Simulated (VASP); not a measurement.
# C (a cell with a defect) in VASP: single point with PBEsol

Aim: the single point of C (a cell with a defect) with PBEsol.

Program: VASP 6.6.1. These are calculated values, not measurements. Logs are shortened: lines on timing, memory, paths and dates and some standing lists are left out, and cuts for length are marked.

## 1. The cell of the first run

The cell holds a defect, 63 atoms: a = 7.140 Å, b = 7.140 Å, c = 7.140 Å, α = 90.00°, β = 90.00°, γ = 90.00°.

## 2. Single point, PBEsol, collinear spin, zero start

Input file INCAR:

```
PREC     = Accurate       # precision mode
ENCUT    = 520            # plane-wave cutoff, eV
EDIFF    = 1E-6           # SCF threshold, eV
ISMEAR   = -1             # smearing method
SIGMA    = 0.05           # smearing width, eV
LREAL    = Auto         
LASPH    = T              # aspherical terms in the spheres
NELM     = 150            # most SCF steps
ALGO     = Normal         # electronic algorithm
ISIF     = 2              # what is computed and relaxed
LWAVE    = F              # write WAVECAR
LCHARG   = F              # write CHGCAR
ISPIN    = 2              # spin polarisation
MAGMOM   = 0 0 0 0 0 0 0 0 0 0 0 0 0 0 0 0 0 0 0 0 0 0 0 0 0 0 0 0 0 0 0 0 0 0 0 0 0 0 0 0 0 0 0 0 0 0 0 0 0 0 0 0 0 0 0 0 0 0 0 0 0 0 0 # initial moments
LORBIT   = 11             # projections on sites
GGA      = PS             # functional
NBANDS   = 167            # bands
NELECT   = 251.0
```

Input file KPOINTS:

```
regular mesh
0
Gamma
  2 2 2
```

Input file POSCAR:

```
C
1.0
    7.1400000000      0.0000000000      0.0000000000
    0.0000000000      7.1400000000      0.0000000000
    0.0000000000      0.0000000000      7.1400000000
C
63
Direct
    0.4888719888     -0.0111280112     -0.0111280112
    0.7611246499      0.2611246499     -0.0111214286
    0.8732257703      0.3732257703      0.1254750700
    0.7611246499     -0.0111214286      0.2611246499
    0.8732257703      0.1254750700      0.3732257703
   -0.0001803922      0.0005424370      0.0005424370
    0.1250000000      0.1249995798      0.1249995798
    0.2501812325      0.2494572829      0.0005414566
    0.3767761905      0.3732254902      0.1245253501
    0.5005424370      0.4998196078      0.0005424370
    0.6249995798      0.6250000000      0.1249995798
    0.7494572829      0.7501812325      0.0005414566
    0.8732254902      0.8767761905      0.1245253501
    0.2501812325      0.0005414566      0.2494572829
    0.3767761905      0.1245253501      0.3732254902
    0.4888785714      0.2611246499      0.2611246499
    0.6254750700      0.3732257703      0.3732257703
    0.7494581232      0.4998194678      0.2494581232
    0.8749005602      0.6246599440      0.3749005602
    0.5005424370      0.0005424370      0.4998196078
    0.6249995798      0.1249995798      0.6250000000
    0.7494581232      0.2494581232      0.4998194678
    0.8749005602      0.3749005602      0.6246599440
    0.7494572829      0.0005414566      0.7501812325
    0.8732254902      0.1245253501      0.8767761905
    0.0010915966      0.5010915966     -0.0011124650
    0.1250000000      0.6250000000      0.1249997199
    0.2489072829      0.7489072829     -0.0011130252
    0.3767743697      0.8767743697      0.1254739496
   -0.0001805322      0.2494581232      0.2494581232
    0.1246599440      0.3749005602      0.3749005602
    0.2489091036      0.5010918768      0.2511119048
    0.3750995798      0.6253408964      0.3748997199
    0.5005414566      0.7501812325      0.2494572829
    0.6245253501      0.8767761905      0.3732254902
    0.0010915966     -0.0011124650      0.5010915966
    0.1250000000      0.1249997199      0.6250000000
    0.2489091036      0.2511119048      0.5010918768
    0.3750995798      0.3748997199      0.6253408964
    0.4988875350      0.5010915966      0.5010915966
    0.6249997199      0.6250000000      0.6250000000
    0.7511119048      0.7489091036      0.5010918768
    0.8748997199      0.8750995798      0.6253408964
    0.2489072829     -0.0011130252      0.7489072829
    0.3767743697      0.1254739496      0.8767743697
    0.5005414566      0.2494572829      0.7501812325
    0.6245253501      0.3732254902      0.8767761905
    0.7511119048      0.5010918768      0.7489091036
    0.8748997199      0.6253408964      0.8750995798
    0.0010918768      0.7489091036      0.2511119048
    0.1253408964      0.8750995798      0.3748997199
   -0.0000386555      0.4999613445      0.4999613445
    0.1250001401      0.6250001401      0.6250001401
    0.2500386555      0.7500386555      0.4999606443
    0.3750998599      0.8750998599      0.6246588235
    0.0010918768      0.2511119048      0.7489091036
    0.1253408964      0.3748997199      0.8750995798
    0.2500386555      0.4999606443      0.7500386555
    0.3750998599      0.6246588235      0.8750998599
    0.4988869748      0.7489072829      0.7489072829
    0.6254739496      0.8767743697      0.8767743697
   -0.0000393557      0.7500386555      0.7500386555
    0.1246588235      0.8750998599      0.8750998599
```

Potentials or basis: VASP PAW PBE potentials, release 64 (C).

On the command line:

```console
$ cat potpaw_PBE.64/C/POTCAR > POTCAR
$ mpirun -np 1 vasp_std > vasp.out
```

OUTCAR:

```text
PREC = Accurate
   ENCUT = 520
   EDIFF = 1E-6
   ISMEAR = -1
   LREAL = Auto
   LASPH = T
   NELM = 150
   ISIF = 2
   ISPIN = 2
   LORBIT = 11
   GGA = PS
   NELECT = 251.0

 ion  position               nearest neighbor table
   1  0.489  0.989  0.989-  29 1.49  45 1.49  61 1.49
   2  0.761  0.261  0.989-   3 1.49  25 1.49  47 1.49
   3  0.873  0.373  0.125-   2 1.49  18 1.54  30 1.54  26 1.58
   4  0.761  0.989  0.261-   5 1.49  13 1.49  35 1.49
   5  0.873  0.125  0.373-   4 1.49  22 1.54  30 1.54  36 1.58
   6  1.000  0.001  0.001-   7 1.54  25 1.54  13 1.54  63 1.55
   7  0.125  0.125  0.125-   6 1.54   8 1.54  14 1.54  30 1.54
   8  0.250  0.249  0.001-   7 1.54  45 1.54   9 1.54  57 1.55
   9  0.377  0.373  0.125-  16 1.49  10 1.54   8 1.54  32 1.58
  10  0.501  0.500  0.001-  11 1.54  47 1.54   9 1.54  59 1.55
  11  0.625  0.625  0.125-  10 1.54  12 1.54  34 1.54  18 1.54
  12  0.749  0.750  0.001-  11 1.54  61 1.54  13 1.54  49 1.55
  13  0.873  0.877  0.125-   4 1.49   6 1.54  12 1.54  50 1.58
  14  0.250  0.001  0.249-   7 1.54  29 1.54  15 1.54  51 1.55
  15  0.377  0.125  0.373-  16 1.49  20 1.54  14 1.54  38 1.58
  16  0.489  0.261  0.261-  17 1.49  15 1.49   9 1.49
  17  0.625  0.373  0.373-  16 1.49  18 1.54  22 1.54  40 1.58
[... 44 lines left out ...]
  62  1.000  0.750  0.750-  43 1.55  49 1.55  63 1.55  53 1.55
  63  0.125  0.875  0.875-  28 1.54  44 1.54  62 1.55   6 1.55

  LATTYP: Found a simple cubic cell.
 ALAT       =     7.1400000000

  Lattice vectors:

 A1 = (   7.1400000000,   0.0000000000,   0.0000000000)
 A2 = (   0.0000000000,   7.1400000000,   0.0000000000)
 A3 = (   0.0000000000,   0.0000000000,   7.1400000000)

Analysis of symmetry for initial positions (statically):
=====================================================================
 Subroutine PRICEL returns:
 Original cell was already a primitive cell.

 Routine SETGRP: Setting up the symmetry group for a
 simple cubic supercell.

 Subroutine GETGRP returns: Found 24 space group operations
 (whereof  2 operations were pure point group operations)
 out of a pool of 48 trial point group operations.

The static configuration has the point symmetry C_1h.
 The point group associated with its full space group is T_d .

Analysis of symmetry for dynamics (positions and initial velocities):
=====================================================================
 Subroutine PRICEL returns:
 Original cell was already a primitive cell.

 Routine SETGRP: Setting up the symmetry group for a
[... 265 lines left out ...]
 Free energy of the ion-electron system (eV)
  ---------------------------------------------------
  ext. energy  EPLUGINS =         0.00000000
  ---------------------------------------------------
  free energy    TOTEN  =      -610.17792292 eV

  energy without entropy =     -610.14597950  energy(sigma->0) =     -610.16195121

 E-fermi :  10.2892     XC(G=0): -13.3075

 val. band max:       10.1352382539   @ k =   0.5000   0.5000   0.0000
 cond. band min:      10.3144224855   @ k =   0.5000   0.0000   0.0000
 fundamental gap:      0.1791842316
 Fermi energy:        10.2891729845

 spin component 1

 k-point     1 :       0.0000    0.0000    0.0000
  band No.  band energies     occupation
      1     -11.9897      1.00000
      2      -9.7891      1.00000
      3      -9.7888      1.00000
      4      -9.7888      1.00000
      5      -9.7677      1.00000
      6      -9.7677      1.00000
[... 549 lines left out ...]
    136      15.2923      0.00000
    137      15.4024      0.00000
 Fermi energy:        10.2891729845

 spin component 2

 k-point     1 :       0.0000    0.0000    0.0000
  band No.  band energies     occupation
      1     -11.9897      1.00000
      2      -9.7891      1.00000
      3      -9.7888      1.00000
      4      -9.7888      1.00000
      5      -9.7677      1.00000
      6      -9.7677      1.00000
[... 549 lines left out ...]
    136      15.2923      0.00000
    137      15.4024      0.00000
 [bands above 137 left out]

------------------------ aborting loop because EDIFF is reached ----------------------------------------

  FORCE on cell =-STRESS in cart. coord.  units (eV):
  Direction    XX          YY          ZZ          XY          YZ          ZX
  --------------------------------------------------------------------------------------
  -------------------------------------------------------------------------------------
  Total      -23.8523114    -23.8523114    -23.8523114     -0.0000000      0.0000000     -0.0000000
  in kB     -104.9896330   -104.9896330   -104.9896330     -0.0000000      0.0000000     -0.0000000
  external PRESSURE =    -104.9896330 kB  Pullay stress =       0.0000000 kB

 VOLUME and BASIS-vectors are now :
 -----------------------------------------------------------------------------
  energy-cutoff  :      520.00
  volume of cell :      363.99
      direct lattice vectors                 reciprocal lattice vectors
     7.140000000  0.000000000  0.000000000     0.140056022  0.000000000  0.000000000
     0.000000000  7.140000000  0.000000000     0.000000000  0.140056022  0.000000000
     0.000000000  0.000000000  7.140000000     0.000000000  0.000000000  0.140056022

 POSITION                                       TOTAL-FORCE (eV/Angst)
 -----------------------------------------------------------------------------------
      3.49055      7.06055      7.06055         0.026612      0.026612      0.026612
      5.43443      1.86443      7.06059        -0.026612     -0.026612      0.026612
      6.23483      2.66483      0.89589         0.008723      0.008723     -0.003075
      5.43443      7.06059      1.86443        -0.026612      0.026612     -0.026612
      6.23483      0.89589      2.66483         0.008723     -0.003075      0.008723
      7.13871      0.00387      0.00387        -0.002161      0.010928      0.010928
[... 55 lines left out ...]
      7.13972      5.35528      5.35528        -0.004040      0.004040      0.004040
      0.89006      6.24821      6.24821         0.001399      0.013654      0.013654
 -----------------------------------------------------------------------------------
    total drift:                                0.044553     -0.014983      0.034615

  FREE ENERGIE OF THE ION-ELECTRON SYSTEM (eV)
  ---------------------------------------------------
  free  energy   TOTEN  =      -610.1779229218 eV

  energy  without entropy=     -610.1459795038  energy(sigma->0) =     -610.16195121

 total charge

# of ion       s       p       d       tot
------------------------------------------
    1        0.854   1.649   0.000   2.503
    2        0.854   1.649   0.000   2.503
    3        0.826   1.734   0.000   2.560
    4        0.854   1.649   0.000   2.503
    5        0.826   1.734   0.000   2.560
    6        0.823   1.732   0.000   2.555
[... 55 lines left out ...]
   62        0.824   1.729   0.000   2.553
   63        0.822   1.736   0.000   2.558
--------------------------------------------------
tot         52.052 108.659   0.000 160.712

 magnetization (x)

# of ion       s       p       d       tot
------------------------------------------
    1       -0.000  -0.000   0.000  -0.000
    2       -0.000  -0.000   0.000  -0.000
    3        0.000   0.000   0.000   0.000
    4       -0.000  -0.000   0.000  -0.000
    5        0.000   0.000   0.000   0.000
    6       -0.000  -0.000   0.000  -0.000
[... 55 lines left out ...]
   62       -0.000  -0.000   0.000  -0.000
   63       -0.000  -0.000   0.000  -0.000
--------------------------------------------------
tot         -0.000  -0.000   0.000  -0.000
```

It took 26 min on 1 thread of Intel Xeon 8259CL, shared host; peak memory 0.67 GiB.

What came out:

| Property | Result |
| --- | --- |
| Free energy | -610.1779 eV |
| Largest force | 0.046 eV/Å |
| Net moment | 0.00 μB per cell |
| Valence electrons inside the program's atomic spheres | C 2.50, 2.56, 2.54, 2.55 (each value once) |

Forces in eV/Å, atoms in the order of the input:
```
C    0.027  0.027  0.027
C   -0.027 -0.027  0.027
C    0.009  0.009 -0.003
C   -0.027  0.027 -0.027
C    0.009 -0.003  0.009
C   -0.002  0.011  0.011
C    0.000  0.000  0.000
C    0.002 -0.011  0.011
C   -0.009  0.009  0.003
C    0.011 -0.002  0.011
C    0.000  0.000  0.000
C   -0.011  0.002  0.011
C    0.009 -0.009  0.003
C    0.002  0.011 -0.011
C   -0.009  0.003  0.009
C    0.027 -0.027 -0.027
C   -0.003  0.009  0.009
C   -0.011 -0.002 -0.011
C   -0.014  0.001 -0.014
C    0.011  0.011 -0.002
C    0.000  0.000  0.000
C   -0.011 -0.011 -0.002
C   -0.014 -0.014  0.001
C   -0.011  0.011  0.002
C    0.009  0.003 -0.009
C   -0.027 -0.027 -0.005
C    0.000  0.000  0.000
C    0.027  0.027 -0.005
C   -0.009 -0.009 -0.003
C   -0.002 -0.011 -0.011
C    0.001 -0.014 -0.014
C    0.027 -0.027  0.005
C    0.014 -0.001 -0.014
C    0.011  0.002 -0.011
C    0.003 -0.009  0.009
C   -0.027 -0.005 -0.027
C    0.000  0.000  0.000
C    0.027  0.005 -0.027
C    0.014 -0.014 -0.001
C   -0.005 -0.027 -0.027
C    0.000  0.000  0.000
C    0.005  0.027 -0.027
C   -0.014  0.014 -0.001
C    0.027 -0.005  0.027
C   -0.009 -0.003 -0.009
C    0.011 -0.011  0.002
C    0.003  0.009 -0.009
C    0.005 -0.027  0.027
C   -0.014 -0.001  0.014
C   -0.027  0.027  0.005
C   -0.001  0.014 -0.014
C   -0.004 -0.004 -0.004
C    0.000  0.000  0.000
C    0.004  0.004 -0.004
C    0.014  0.014  0.001
C   -0.027  0.005  0.027
C   -0.001 -0.014  0.014
C    0.004 -0.004  0.004
C    0.014  0.001  0.014
C   -0.005  0.027  0.027
C   -0.003 -0.009 -0.009
C   -0.004  0.004  0.004
C    0.001  0.014  0.014
```

Levels at points of the mesh, in eV from the Fermi level:
Spin up:
```
           k point  band 122  band 123  band 124  band 125  band 126  band 127  band 128  band 129
(0.00, 0.00, 0.00)     -2.90     -1.52     -1.52     -1.52      0.67      0.67      0.67      3.50
(0.50, 0.00, 0.00)     -2.79     -2.69     -2.69     -1.71      0.03      0.38      0.38      3.30
(0.50, 0.50, 0.00)     -2.41     -2.22     -1.74     -1.65     -0.15      0.52      0.52      4.65
(0.50, 0.50, 0.50)     -2.59     -2.59     -2.59     -2.59      0.50      0.50      0.50      4.93
```
Spin down:
```tsv
k point	band 121	band 122	band 123	band 124	band 125	band 126	band 127	band 128	band 129	band 130
(0.00, 0.00, 0.00)	-3.59	-2.90	-1.52	-1.52	-1.52	0.67	0.67	0.67	3.50	3.53
(0.50, 0.00, 0.00)	-2.93	-2.79	-2.69	-2.69	-1.71	0.03	0.38	0.38	3.30	3.32
(0.50, 0.50, 0.00)	-2.41	-2.41	-2.22	-1.74	-1.65	-0.15	0.52	0.52	4.65	4.65
(0.50, 0.50, 0.50)	-2.59	-2.59	-2.59	-2.59	-2.59	0.50	0.50	0.50	4.93	4.93
```

Caveat: the k points lie up to 0.44 Å⁻¹ apart; the cell carries a net charge on a neutralising background, which shifts energy and pressure; the cell is charged against a uniform background, so pressure and absolute levels hang on convention; no moment was typed at the start, so none could form; the PAW data sets were made with another functional, which shifts forces and pressure a little.
